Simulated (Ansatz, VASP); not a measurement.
# Two plane-wave programs on Te2Mo

```
Te Mo
1.0
     1.75261    3.03561    0.00000
    -1.75261    3.03561    0.00000
     0.00000    0.00000   13.75225
Te Mo
4 2
Cartesian
  0.0000 2.0237 8.4984
  0.0000 4.0475 1.6223
  0.0000 2.0237 12.1299
  0.0000 4.0475 5.2538
  0.0000 2.0237 3.4381
  0.0000 4.0475 10.3142
```

Alike in both runs: functional PBE; k mesh 12 × 12 × 2; no spin polarisation.

Ansatz relaxed the structure, and its values are those at the end. VASP's run is a single point on that final structure, the one shown.

```csv
,VASP,Ansatz
version,VASP 6.6.1,Ansatz 0.2.0
potentials or method,"VASP PAW PBE potentials, release 64 (Te, Mo_sv), cutoff 520 eV",PAW plane waves
occupations,"fermi-dirac, width 0.1 eV",fermi-dirac
valence electrons in the cell,52,92
```

VASP gave:

| Property | Result |
| --- | --- |
| pressure (GPa) | 3.2 |
| rms of the force components (eV/Å) | 0.007 |

Task: Estimate Ansatz's values.

Result: Pressure (GPa): 3.2; rms of the force components (eV/Å): 0.000.

VASP's potentials hold 52 valence electrons a cell and Ansatz's 92, so a difference there can come from the potentials and not from the codes. Ansatz's warnings: stress scf threshold loose, structure snapped to symmetry.

Spin-orbit coupling is off throughout.
